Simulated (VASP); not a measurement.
# TmHgCl (P4/mmm) in VASP: further runs, part 2 of 3

VASP 6.6.1.

**3. Single point, PBE**

The input, INCAR:

```
SYSTEM = TmHgCl
PREC = Accurate
ENCUT = 500
EDIFF = 1E-6
ISMEAR = 1
SIGMA = 0.1
LREAL = .False.
LASPH = .True.
NELM = 200
ALGO = Normal
ISIF = 2
LWAVE = .False.
LCHARG = .False.
GGA = PE
NBANDS = 21
GGA_COMPAT = .False.
LMAXMIX = 6
```

The input, KPOINTS:

```
regular mesh
0
Gamma
  12 12 8
  0 0 0
```

The input, POSCAR:

```
TmHgCl
1.0
    3.6795354910      0.0000000000      0.0000000000
    0.0000000000      3.6795354910      0.0000000000
    0.0000000000      0.0000000000      6.3181553893
Tm Hg Cl
1 1 1
Direct
    0.0000000000      0.0000000000      0.0000000000
    0.5000000000      0.5000000000      0.5000000000
    0.5000000000      0.5000000000      0.0000000000
```

Potentials or basis: VASP PAW PBE potentials, release 64 (Tm_3, Hg, Cl), 4f in core.

On the command line:

```sh
cat potpaw_PBE.64/Tm_3/POTCAR potpaw_PBE.64/Hg/POTCAR potpaw_PBE.64/Cl/POTCAR > POTCAR
mpirun -np 1 vasp_std > vasp.out
```

OUTCAR:

```text
SYSTEM = TmHgCl
   PREC = Accurate
   ENCUT = 500
   EDIFF = 1E-6
   ISMEAR = 1
   LREAL = .False.
   LASPH = .True.
   NELM = 200
   ISIF = 2
   GGA = PE

 ion  position               nearest neighbor table
   1  0.000  0.000  0.000-   3 2.60   3 2.60   3 2.60   3 2.60
   2  0.500  0.500  0.500-   3 3.16   3 3.16
   3  0.500  0.500  0.000-   1 2.60   1 2.60   1 2.60   1 2.60   2 3.16   2 3.16

  LATTYP: Found a simple tetragonal cell.
 ALAT       =     3.6795354910
 C/A-ratio  =     1.7171067937

  Lattice vectors:

 A1 = (   3.6795354910,   0.0000000000,   0.0000000000)
 A2 = (   0.0000000000,   3.6795354910,   0.0000000000)
 A3 = (   0.0000000000,   0.0000000000,   6.3181553893)

Analysis of symmetry for initial positions (statically):
=====================================================================
 Subroutine PRICEL returns:
 Original cell was already a primitive cell.

 Routine SETGRP: Setting up the symmetry group for a
 simple tetragonal supercell.

 Subroutine GETGRP returns: Found 16 space group operations
 (whereof 16 operations were pure point group operations)
 out of a pool of 16 trial point group operations.

The static configuration has the point symmetry D_4h.

Analysis of symmetry for dynamics (positions and initial velocities):
=====================================================================
 Subroutine PRICEL returns:
 Original cell was already a primitive cell.

 Routine SETGRP: Setting up the symmetry group for a
 simple tetragonal supercell.

 Subroutine GETGRP returns: Found 16 space group operations
 (whereof 16 operations were pure point group operations)
 out of a pool of 16 trial point group operations.

The dynamic configuration has the point symmetry D_4h.

 Subroutine INISYM returns: Found 16 space group operations
 (whereof 16 operations are pure point group operations),
 and found     1 'primitive' translations

----------------------------------------------------------------------------------------

                                     Primitive cell

  volume of cell :      85.5414

  direct lattice vectors                    reciprocal lattice vectors
     3.679535491  0.000000000  0.000000000     0.271773435  0.000000000  0.000000000
     0.000000000  3.679535491  0.000000000     0.000000000  0.271773435  0.000000000
     0.000000000  0.000000000  6.318155389     0.000000000  0.000000000  0.158274043

  length of vectors
     3.679535491  3.679535491  6.318155389     0.271773435  0.271773435  0.158274043

  position of ions in fractional coordinates (direct lattice)
     0.000000000  0.000000000  0.000000000
     0.500000000  0.500000000  0.500000000
     0.500000000  0.500000000  0.000000000

  ion indices of the primitive-cell ions
   primitive index   ion index
                 1           1
                 2           2
                 3           3

----------------------------------------------------------------------------------------

 KPOINTS: regular mesh

Automatic generation of k-mesh.
 Grid dimensions read from file:
 generate k-points for:   12   12    8

 Generating k-lattice:

  Cartesian coordinates                     Fractional coordinates (reciprocal lattice)
     0.022647786  0.000000000  0.000000000     0.083333333  0.000000000  0.000000000
     0.000000000  0.022647786  0.000000000     0.000000000  0.083333333  0.000000000
     0.000000000  0.000000000  0.019784255     0.000000000  0.000000000  0.125000000

  Length of vectors
     0.022647786  0.022647786  0.019784255

  Shift w.r.t. Gamma in fractional coordinates (k-lattice)
     0.000000000  0.000000000  0.000000000

 Subroutine IBZKPT returns following result:
 ===========================================

 Found    140 irreducible k-points:

 Following reciprocal coordinates:
            Coordinates               Weight
  0.000000  0.000000  0.000000      1.000000
  0.083333  0.000000  0.000000      4.000000
  0.166667  0.000000  0.000000      4.000000
  0.250000  0.000000  0.000000      4.000000
  0.333333  0.000000  0.000000      4.000000
  0.416667  0.000000  0.000000      4.000000
[... 16 lines left out ...]
  0.333333  0.333333  0.000000      4.000000
  0.416667  0.333333  0.000000      8.000000
 [... further k-points ...]
   k-points           NKPTS =    140   k-points in BZ     NKDIM =    140   number of bands    NBANDS=     21
   number of dos      NEDOS =    301   number of ions     NIONS =      3
   total plane-waves  NPLWV =  37632
   dimension x,y,z NGX =    28 NGY =   28 NGZ =   48
   dimension x,y,z NGXF=    56 NGYF=   56 NGZF=   96
   ions per type =               1   1   1
   NGX,Y,Z   is equivalent  to a cutoff of  12.65, 12.65, 12.63 a.u.
   NGXF,Y,Z  is equivalent  to a cutoff of  25.30, 25.30, 25.26 a.u.
 SYSTEM =  TmHgCl
   PREC   = accura    normal or accurate (medium, high low for compatibility)
   ISTART =      0    job   : 0-new  1-cont  2-samecut
   ICHARG =      2    charge: 1-file 2-atom 10-const
   ISPIN  =      1    spin polarized calculation?
   LNONCOLLINEAR =      F non collinear calculations
   LSORBIT =      F    spin-orbit coupling
   LASPH  =      T    aspherical Exc in radial PAW
   ENCUT  =  500.0 eV  36.75 Ry    6.06 a.u.   6.71  6.71 11.52*2*pi/ulx,y,z
   NELM   =    200;   NELMIN=  2; NELMDL= -5     # of ELM steps
   EDIFF  = 0.1E-05   stopping-criterion for ELM
   LREAL  =      F    real-space projection
[... 7 lines left out ...]
   TEBEG  =    0.0;   TEEND  =   0.0 temperature during run
   PSTRESS=    0.0 pullay stress
   NELECT =      28.0000    total number of electrons
   NUPDOWN=      -1.0000    fix difference up-down
   EMIN   =  10.00;   EMAX   =-10.00  energy-range for DOS
   EFERMI =   0.00;   METHOD = LEGACY
   ISMEAR =     1;   SIGMA  =   0.10  broadening in eV -4-tet -1-fermi 0-gaus
   EFERMI_NEDOS =   21; number of points for ismear=-14 and -15
   IALGO  =     38    algorithm
   IMIX   =      4    mixing-type and parameters
     AMIX     =   0.40;   BMIX     =  1.00
     AMIX_MAG =   1.60;   BMIX_MAG =  1.00
  volume/ion in A,a.u.               =      28.51       192.42
  Fermi-wavevector in a.u.,A,eV,Ry     =   1.128242  2.132067 17.319249  1.272929
  Thomas-Fermi vector in A             =   2.264931
   LORBIT       =      0    0 simple, 1 ext, 2 COOP (PROOUT), +10 PAW based schemes
   GGA     = PE    functional components
   LHFCALC =     F    Hartree Fock is set to
   AEXX    =    0.0000 exact exchange contribution
   IVDW    =     0    specifies the selected vdW correction
   LEPSILON=     F    determine dielectric tensor
   LRPA    =     F    only Hartree local field effects (RPA)
 non-spin polarized calculation
 Methfessel and Paxton  Order N= 1 SIGMA  =   0.10
  energy-cutoff  :      500.00
  volume of cell :       85.54
 maximum number of plane-waves:      2196
 NGX is ok and might be reduce to    28
   NGX = 13   NGY = 13   NGZ = 23

 number of electron      27.9999996 magnetization

 Free energy of the ion-electron system (eV)
  ---------------------------------------------------
  ext. energy  EPLUGINS =         0.00000000
  ---------------------------------------------------
  free energy    TOTEN  =        -7.77882673 eV

  energy without entropy =       -7.77740793  energy(sigma->0) =       -7.77835379

 E-fermi :   3.2833     XC(G=0):  -9.2580

 val. band max:        3.2735539118   @ k =   0.5000   0.3333   0.2500
 cond. band min:       3.2857886177   @ k =   0.1667   0.0833   0.2500
 fundamental gap:      0.0122347060
 Fermi energy:         3.2832760548

 k-point     1 :       0.0000    0.0000    0.0000
  band No.  band energies     occupation
      1     -23.7784      2.00000
      2     -23.7669      2.00000
      3     -23.7669      2.00000
      4     -16.0100      2.00000
      5      -3.8682      2.00000
      6      -3.3410      2.00000
[... 13 lines left out ...]
     20       5.2828     -0.00000
     21      10.0895      0.00000

 k-point     2 :       0.0833    0.0000    0.0000
  band No.  band energies     occupation
      1     -23.7908      2.00000
      2     -23.7770      2.00000
      3     -23.7643      2.00000
      4     -15.9593      2.00000
      5      -3.8724      2.00000
      6      -3.5882      2.00000
[... 520 lines left out ...]
 k-point    24 :       0.4167    0.3333    0.0000
  band No.  band energies     occupation
      1     -23.9853      2.00000
      2     -23.9128      2.00000
      3     -23.7457      2.00000
      4     -15.5935      2.00000
      5      -4.7910      2.00000
      6      -4.1914      2.00000
[... 13 lines left out ...]
     20       6.9955      0.00000
     21       7.6553      0.00000

 [... further k-points ...]

------------------------ aborting loop because EDIFF is reached ----------------------------------------

  FORCE on cell =-STRESS in cart. coord.  units (eV):
  Direction    XX          YY          ZZ          XY          YZ          ZX
  --------------------------------------------------------------------------------------
  -------------------------------------------------------------------------------------
  Total        0.1868104      0.1868104      0.0043993      0.0000000      0.0000000      0.0000000
  in kB        3.4989313      3.4989313      0.0823987      0.0000000      0.0000000      0.0000000
  external PRESSURE =       2.3600871 kB  Pullay stress =       0.0000000 kB

 VOLUME and BASIS-vectors are now :
 -----------------------------------------------------------------------------
  energy-cutoff  :      500.00
  volume of cell :       85.54
      direct lattice vectors                 reciprocal lattice vectors
     3.679535491  0.000000000  0.000000000     0.271773435  0.000000000  0.000000000
     0.000000000  3.679535491  0.000000000     0.000000000  0.271773435  0.000000000
     0.000000000  0.000000000  6.318155389     0.000000000  0.000000000  0.158274043

 POSITION                                       TOTAL-FORCE (eV/Angst)
 -----------------------------------------------------------------------------------
      0.00000      0.00000      0.00000         0.000000      0.000000      0.000000
      1.83977      1.83977      3.15908         0.000000      0.000000      0.000000
      1.83977      1.83977      0.00000         0.000000      0.000000      0.000000
 -----------------------------------------------------------------------------------
    total drift:                                0.000000      0.000000      0.000000

  FREE ENERGIE OF THE ION-ELECTRON SYSTEM (eV)
  ---------------------------------------------------
  free  energy   TOTEN  =        -7.7788267250 eV

  energy  without entropy=       -7.7774079265  energy(sigma->0) =       -7.77835379
```

OSZICAR:

```text
N       E                     dE             d eps       ncg     rms          rms(c)
DAV:   1     0.228007098696E+03    0.22801E+03   -0.12065E+04  5976   0.120E+03
DAV:   2     0.152769374491E+02   -0.21273E+03   -0.20307E+03  6262   0.367E+02
DAV:   3    -0.667541076553E+01   -0.21952E+02   -0.21035E+02  8262   0.934E+01
DAV:   4    -0.779148161102E+01   -0.11161E+01   -0.11100E+01  7344   0.213E+01
DAV:   5    -0.783054935752E+01   -0.39068E-01   -0.39040E-01  8618   0.368E+00    0.176E+01
DAV:   6    -0.776811242435E+01    0.62437E-01   -0.17500E-01  9274   0.350E+00    0.107E+01
DAV:   7    -0.778276010356E+01   -0.14648E-01   -0.10373E-01  9726   0.247E+00    0.762E-01
DAV:   8    -0.777854153794E+01    0.42186E-02   -0.21278E-02  9351   0.126E+00    0.177E-01
DAV:   9    -0.777878318399E+01   -0.24165E-03   -0.22243E-03  7108   0.303E-01    0.503E-02
DAV:  10    -0.777880579719E+01   -0.22613E-04   -0.10880E-04  8144   0.709E-02    0.282E-02
DAV:  11    -0.777882560541E+01   -0.19808E-04   -0.27486E-05  6972   0.334E-02    0.889E-03
DAV:  12    -0.777882664724E+01   -0.10418E-05   -0.24619E-06  5994   0.125E-02    0.456E-03
DAV:  13    -0.777882672501E+01   -0.77771E-07   -0.82584E-07  4438   0.722E-03
   1 F= -.77788267E+01 E0= -.77783538E+01  d E =-.141880E-02
```

stdout:

```text
POSCAR found type information on POSCAR TmHgCl
 POSCAR found :  3 types and       3 ions
 scaLAPACK will be used
 LDA part: xc-table for (Slater+PW92), standard interpolation
 POSCAR, INCAR and KPOINTS ok, starting setup
 FFT: planning ... GRIDC
 FFT: planning ... GRID_SOFT
 FFT: planning ... GRID
 WAVECAR not read
 entering main loop
```

Wall time 1.7 min (1 thread of AMD EPYC 9R45 (Zen 5), shared host); peak memory 0.35 GiB.

What came out:

```
Free energy            : -7.7788 eV
Pressure               : 0.2 GPa
Band gap on the k mesh : zero (bands 14 and 15 overlap by 2.10 eV)
```

Stress tensor (GPa, compression positive):
```
0.35 0.00 0.00
0.00 0.35 0.00
0.00 0.00 0.01
```

Caveat: spin-orbit coupling is left out, which moves the levels of the heavy elements; the 4f electrons are frozen in the core, so they carry no moment and show no levels; the run has no spin polarisation, though such a crystal can be magnetic.

[end of part 2 of 3]
